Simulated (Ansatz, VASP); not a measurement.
NbAs in VASP and in Ansatz

File POSCAR:

```
NbAs
1.0
   -1.7142667651      1.7142667651      5.8008041881
    1.7142667651     -1.7142667651      5.8008041881
    1.7142667651      1.7142667651     -5.8008041881
Nb As
2 2
Direct
    0.5000000000      0.0000000000      0.5000000000
    0.7500000000      0.7500000000      0.0000000000
    0.9160000000      0.4160000000      0.5000000000
    0.1660000000      0.1660000000      0.0000000000
```

File INCAR.step1:

```
PREC = Accurate ; ENCUT = 520
ISMEAR = -1 ; SIGMA = 0.05
LREAL = False ; LASPH = True
NELM = 100 ; NBANDS = 26
GGA = PE ; ALGO = Normal
EDIFF = 1E-4 ; LWAVE = True
LCHARG = False
```

INCAR.step2

```
PREC = Accurate ; ENCUT = 520
EDIFF = 1E-7 ; ISMEAR = -1
SIGMA = 0.05 ; LREAL = False
LASPH = True ; NELM = 100
ALGO = Normal ; ISIF = 2
LWAVE = False ; LCHARG = True
METAGGA = R2SCAN ; LMIXTAU = True
LELF = True ; LVHAR = True
NBANDS = 26 ; ISTART = 1
```

File KPOINTS:

```
regular mesh
0
Gamma
  11 11 11
```

input.yaml

```yaml
crystal:
  lattice:
    - [-1.7142667651, 1.7142667651, 5.8008041881]
    - [1.7142667651, -1.7142667651, 5.8008041881]
    - [1.7142667651, 1.7142667651, -5.8008041881]
  atoms:
    - { symbol: Nb, position: [0.5, 0.0, 0.5] }
    - { symbol: Nb, position: [0.75, 0.75, 0.0] }
    - { symbol: As, position: [0.916, 0.416, 0.5] }
    - { symbol: As, position: [0.166, 0.166, 0.0] }
hamiltonian:
  xc: r2scan
  pseudopotentials: { kind: paw }
kpoints:
  mp_grid: { grid: [11, 11, 11] }
scf:
  occupations: { method: fermi_dirac, width: 0.05 }
output:
  forces: true
  stress: true
  eigenvalues: true
```

Alike in both runs: task single point; functional r2SCAN; k mesh 11 × 11 × 11; occupations fermi-dirac, width 0.05 eV; no spin polarisation.

|  | VASP | Ansatz |
| --- | --- | --- |
| version | VASP 6.6.1 | Ansatz 0.2.0 |
| potentials or method | VASP PAW PBE potentials, release 64 (Nb_sv, As) | Ansatz PAW |
| plane-wave cutoff (eV) | 520 | 500 |
| valence electrons in the cell | 36 | 56 |

Ansatz gave:

- gap on the k mesh at the Fermi level (eV): none
- pressure (GPa): 5.8
- traceless stress, the component that is largest in VASP (GPa): 0.81
- rms of the force components (eV/Å): 0.177

Question: Which values does VASP return?

Answer: gap on the k mesh at the Fermi level (eV): none; pressure (GPa): 5.7; traceless stress, the component that is largest in VASP (GPa): 0.79; rms of the force components (eV/Å): 0.177.

VASP's potentials were made for PBE, not for r2SCAN. Atom by atom the forces differ by 0.000 eV/Å (rms over components). A gap of «none» marks a metal or a gap that the smearing closes. The functional is the same, so the differences come from potentials, cutoffs and numerics. VASP's potentials hold 36 valence electrons a cell and Ansatz's 56, so a difference there can come from the potentials and not from the codes.
